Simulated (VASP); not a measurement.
**KZnF3: relaxation of cell and atoms with PBE**

KZnF3:

```
K Zn F
1.0
     4.05000    0.00000    0.00000
     0.00000    4.05000    0.00000
     0.00000    0.00000    4.05000
K Zn F
1 1 3
Direct
  0.00000 0.00000 0.00000
  0.50000 0.50000 0.50000
  0.50000 0.50000 0.00000
  0.00000 0.50000 0.50000
  0.50000 0.00000 0.50000
```

* Program: VASP 6.6.1
* Task: relaxation of cell and atoms
* Functional: PBE
* Potentials or basis: VASP PAW PBE potentials, release 64 (K_sv, Zn, F)
* Cutoff: 600 eV
* k mesh: 4 × 4 × 4
* Occupations: gaussian, width 0.01 eV
* Spin: no spin polarisation
* Dipole correction: no
* Further INCAR settings: ALGO = Normal; EDIFF = 1e-06; IBRION = 2; EDIFFG = -0.03; NSW = 50; ISIF = 3

The relaxed volume is 14.10 Å³/atom and the relaxed cell is a = 4.131 Å, b = 4.131 Å, c = 4.131 Å, α = 90.00°, β = 90.00°, γ = 90.00°. The space group after relaxing (to 0.1 Å) is Pm-3m (No. 221) and the energy gained by relaxing is 11.6 meV/atom. The ionic steps are 3. The pressure after relaxing is 0.0 GPa. The band gap on the k mesh is 3.65 eV (least direct gap 5.17 eV).

The path:
```
step  energy change (eV)  largest force (eV/Å)  pressure (GPa)  volume (Å³)
   1              0.0000                0.0000            4.57        66.43
   2             -0.0575                0.0000            0.39        70.14
   3             -0.0580                0.0000            0.02        70.49
```

Final structure:
```xyz
5
Lattice="4.1308 0.0000 0.0000 0.0000 4.1308 0.0000 0.0000 0.0000 4.1308" Properties=species:S:1:pos:R:3 pbc="T T T"
K     0.0000    0.0000    0.0000
Zn    2.0654    2.0654    2.0654
F     2.0654    2.0654    0.0000
F     0.0000    2.0654    2.0654
F     2.0654    0.0000    2.0654
```

Levels at points of the mesh, in eV from the valence-band top:
```
           k point  band 17  band 18  band 19  band 20  band 21  band 22  band 23  band 24  band 25
(0.00, 0.00, 0.00)    -1.69    -1.69    -1.52    -1.52    -1.52     3.65     8.94     8.94     9.26
(0.50, 0.00, 0.00)    -1.67    -1.67    -1.55    -1.46    -1.46     6.27     8.25     9.82    11.11
(0.50, 0.50, 0.00)    -1.88    -1.54    -1.54    -1.19     0.00     7.77     9.96     9.96    10.15
(0.50, 0.50, 0.50)    -1.17    -1.17    -1.17     0.00     0.00     8.50     8.50     8.50     9.75
```

It took 23 s on 1 thread of AMD EPYC 9R45 96-Core Processor (Zen 5), on a shared host, peak memory 0.16 GiB.

A k mesh can miss the band edges. Zero-point motion and thermal expansion aren't in these numbers.
